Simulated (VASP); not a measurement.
Wanted: the native input for a VASP 6.6.1 run.

```
Task                   : single point
Functional             : PBE
Potentials or basis    : VASP PAW PBE potentials, release 64 (Ti_sv, Al)
Cutoff                 : 520 eV
k mesh                 : 18 × 18 × 10
Occupations            : gaussian, width 0.15 eV
Spin                   : no spin polarisation
Dipole correction      : no
Further INCAR settings : ALGO = Normal; EDIFF = 1e-07; NBANDS = 14
```

The structure of TiAl lies in POSCAR:

```
TiAl
1.0
    2.8809683428      0.0000000000      0.0000000000
   -1.4404841714      2.4949917724      0.0000000000
    0.0000000000      0.0000000000      4.5554000000
Ti Al
1 1
Direct
    0.0000000000      0.0000000000      0.0000000000
    0.3333333333      0.6666666667      0.5000000000
```

One way to write it, as run:

INCAR

```
SYSTEM = TiAl
PREC = Accurate
ENCUT = 520
EDIFF = 1E-7
ISMEAR = 0
SIGMA = 0.15
LREAL = .False.
LASPH = .True.
NELM = 80
ALGO = Normal
ISIF = 2
LWAVE = .False.
LCHARG = .True.
GGA = PE
LELF = .True.
LVHAR = .True.
NBANDS = 14
```

KPOINTS

```
Automatic mesh
0
Gamma
  18 18 10
  0 0 0
```

Potentials or basis: VASP PAW PBE potentials, release 64 (Ti_sv, Al).

Run with:

```console
$ cat potpaw_PBE.64/Ti_sv/POTCAR potpaw_PBE.64/Al/POTCAR > POTCAR
$ mpirun -np 1 vasp_std > vasp.out
```

It gave:

```json
{"Pressure": "2.5 GPa", "Band gap on the k mesh": "zero (an odd number of electrons rules out a gap without spin polarisation)"}
```

Run time: 2.9 min on 1 thread of AMD EPYC 7R13 (shared host), peak memory 0.21 GiB.
